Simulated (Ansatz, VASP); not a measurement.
# One calculation of PbS, two programs

```
CELL_PARAMETERS angstrom
2.98282 -2.98531 0.00000
2.98282 2.98531 0.00000
-2.09833 0.00000 22.20667
ATOMIC_POSITIONS crystal
Pb 0.73256 0.72212 0.93570
Pb 0.27788 0.26744 0.06430
S 0.24129 0.30433 0.94695
S 0.78421 0.75405 0.05563
```

Change from the starting cell: one atom moved.

Alike in both runs: task single point; functional PBEsol; k mesh 6 × 6 × 2; occupations gaussian, width 0.02 eV; no spin polarisation.

```csv
,VASP,Ansatz
version,VASP 6.6.1,Ansatz 0.2.0
potentials or method,"VASP PAW PBE potentials, release 64 (Pb_d, S), cutoff 520 eV","scalar-relativistic, plane waves, PAW"
valence electrons in the cell,40,40
```

|  | VASP | Ansatz | Ansatz less VASP |
| --- | --- | --- | --- |
| gap on the k mesh at the Fermi level (eV) | 1.80 | 1.80 | -0.001 |
| least direct gap on the mesh (eV) | 1.80 | 1.80 | -0.001 |
| rms of the force components (eV/Å) | 0.251 | 0.250 | -0.0015 |

VASP's potentials were made for PBE, not for PBEsol. Atom by atom the forces differ by 0.002 eV/Å (rms over components). The functional is the same, so the differences come from potentials, cutoffs and numerics.

Neither program's run includes spin-orbit coupling.
